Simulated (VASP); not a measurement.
# Cr (Pm-3m) in VASP: further runs, part 2 of 2

VASP 6.6.1.

### 3 Single point, PBEsol, collinear spin, ferromagnetic start (12.32 Å³/atom)

This run uses another cell than the first one, of 12.32 Å³/atom.

File POSCAR:

```
Cr
1.0
    2.3094724061      0.0000000000      0.0000000000
    0.0000000000      2.3094724061      0.0000000000
    0.0000000000      0.0000000000      2.3094724061
Cr
1
Direct
    0.0000000000      0.0000000000      0.0000000000
```

File INCAR.step1:

```
SYSTEM = Cr
PREC = Accurate
ENCUT = 520
EDIFF = 1E-7
ISMEAR = -1
SIGMA = 0.1
LREAL = .FALSE.
LASPH = .TRUE.
NELM = 150
ALGO = Normal
ISIF = 2
LWAVE = .FALSE.
LCHARG = .TRUE.
ISPIN = 2
MAGMOM = 2
LMAXMIX = 4
GGA = PS
NBANDS = 16
```

File KPOINTS.step1:

```
Automatic mesh
0
G
  16 16 16
  0 0 0
```

File INCAR.step2:

```
SYSTEM = Cr
PREC = Accurate
ENCUT = 520
EDIFF = 1E-7
ISMEAR = -5
SIGMA = 0.1
LREAL = .FALSE.
LASPH = .TRUE.
NELM = 150
ALGO = Normal
ISIF = 2
LWAVE = .FALSE.
LCHARG = .FALSE.
ISPIN = 2
MAGMOM = 2
LORBIT = 10
LMAXMIX = 4
GGA = PS
NEDOS = 2001
ICHARG = 11
```

File KPOINTS.step2:

```
Automatic mesh
0
G
  24 24 24
  0 0 0
```

Potentials or basis: VASP PAW PBE potentials, release 64 (Cr_pv).

On the command line:

```bash
$ cat potpaw_PBE.64/Cr_pv/POTCAR > POTCAR
$ cp INCAR.step1 INCAR
$ cp KPOINTS.step1 KPOINTS
$ mpirun -np 1 vasp_std > vasp.out
$ cp INCAR.step2 INCAR
$ cp KPOINTS.step2 KPOINTS
$ mpirun -np 1 vasp_std > vasp.out
```

OUTCAR:

```text
SYSTEM = Cr
   PREC = Accurate
   ENCUT = 520
   EDIFF = 1E-7
   ISMEAR = -5
   LREAL = .FALSE.
   LASPH = .TRUE.
   NELM = 150
   ISIF = 2
   ISPIN = 2
   LORBIT = 10
   GGA = PS
   ICHARG = 11

 ion  position               nearest neighbor table
   1  0.000  0.000  0.000-

  LATTYP: Found a simple cubic cell.
 ALAT       =     2.3094724061

  Lattice vectors:

 A1 = (   2.3094724061,   0.0000000000,   0.0000000000)
 A2 = (   0.0000000000,   2.3094724061,   0.0000000000)
 A3 = (   0.0000000000,   0.0000000000,   2.3094724061)

Analysis of symmetry for initial positions (statically):
=====================================================================
 Subroutine PRICEL returns:
 Original cell was already a primitive cell.

 Routine SETGRP: Setting up the symmetry group for a
 simple cubic supercell.

 Subroutine GETGRP returns: Found 48 space group operations
 (whereof 48 operations were pure point group operations)
 out of a pool of 48 trial point group operations.

The static configuration has the point symmetry O_h .

[... 523 lines left out ...]
 k-point     1 :       0.0000    0.0000    0.0000
  band No.  band energies     occupation
      1     -32.3147      1.00000
      2     -32.3147      1.00000
      3     -32.3147      1.00000
      4       2.5011      1.00000
      5       6.6879      1.00000
      6       6.6880      1.00000
      7      12.5956      0.00000
      8      12.5956      0.00000
      9      12.5956      0.00000
     10      17.5460      0.00000
     11      30.0455      0.00000
[... 310 lines left out ...]
  band No.  band energies     occupation
      1     -33.4578      1.00000
      2     -32.2312      1.00000
      3     -32.2100      1.00000
      4       6.7822      1.00000
      5       7.5189      1.00000
      6       9.0859      1.00000
      7      10.5551      0.00000
      8      10.7731      0.00000
      9      12.7457      0.00000
     10      17.5387      0.00000
     11      17.8314      0.00000

 [... further k-points ...]
[... 5 lines left out ...]
  --------------------------------------------------------------------------------------
  -------------------------------------------------------------------------------------
  Total       -0.1162667     -0.1162667     -0.1162667     -0.0000000     -0.0000000      0.0000000
  in kB      -15.1226411    -15.1226411    -15.1226411     -0.0000000     -0.0000000      0.0000000
  external PRESSURE =     -15.1226411 kB  Pullay stress =       0.0000000 kB

 VOLUME and BASIS-vectors are now :
 -----------------------------------------------------------------------------
  energy-cutoff  :      520.00
  volume of cell :       12.32
      direct lattice vectors                 reciprocal lattice vectors
     2.309472406  0.000000000  0.000000000     0.432999328  0.000000000  0.000000000
     0.000000000  2.309472406  0.000000000     0.000000000  0.432999328  0.000000000
     0.000000000  0.000000000  2.309472406     0.000000000  0.000000000  0.432999328

 POSITION                                       TOTAL-FORCE (eV/Angst)
 -----------------------------------------------------------------------------------
      0.00000      0.00000      0.00000         0.000000      0.000000      0.000000
 -----------------------------------------------------------------------------------
    total drift:                                0.000000     -0.000000      0.000000

  FREE ENERGIE OF THE ION-ELECTRON SYSTEM (eV)
  ---------------------------------------------------
  free  energy   TOTEN  =        -9.1818339530 eV

  energy  without entropy=       -9.1818339530  energy(sigma->0) =       -9.18183395

 total charge

# of ion       s       p       d       tot
------------------------------------------
    1        0.444   6.318   4.392  11.154

 magnetization (x)

# of ion       s       p       d       tot
------------------------------------------
    1        0.000  -0.000  -0.000  -0.000
```

Run time: 56 s. Hardware: 1 thread of Intel Xeon 6975P-C (Granite Rapids), shared host; peak memory 0.22 GiB.

What came out:

```yaml
Net_moment: 0.00 μB per cell
Valence_electrons_inside_the_program's_atomic_spheres: Cr 11.15
```

Levels at points of the mesh, in eV from the Fermi level:
Spin up:
```csv
k point,band 4,band 5,band 6,band 7,band 8,band 9
"(0.00, 0.00, 0.00)",-7.53,-3.34,-3.34,2.57,2.57,2.57
"(0.50, 0.00, 0.00)",-3.18,-2.53,-0.70,0.49,0.49,2.75
"(0.50, 0.50, 0.00)",-4.83,-1.74,0.94,0.94,3.96,6.38
"(0.50, 0.50, 0.50)",-3.13,-3.13,-3.13,4.08,4.08,7.52
```
Spin down:
```
           k point  band 2  band 3  band 4  band 5  band 6  band 7  band 8  band 9  band 10  band 11
(0.00, 0.00, 0.00)  -42.34  -42.34   -7.53   -3.34   -3.34    2.57    2.57    2.57     7.52    20.02
(0.50, 0.00, 0.00)  -42.24  -42.24   -3.18   -2.53   -0.70    0.49    0.49    2.75     7.50     7.66
(0.50, 0.50, 0.00)  -43.33  -42.14   -4.83   -1.74    0.94    0.94    3.96    6.38     6.38     7.52
(0.50, 0.50, 0.50)  -43.18  -43.18   -3.13   -3.13   -3.13    4.08    4.08    7.52    11.20    14.55
```

Caveat: the PAW data sets were made with another functional, which shifts forces and pressure a little; tetrahedron occupations give inexact forces and stress in metals.
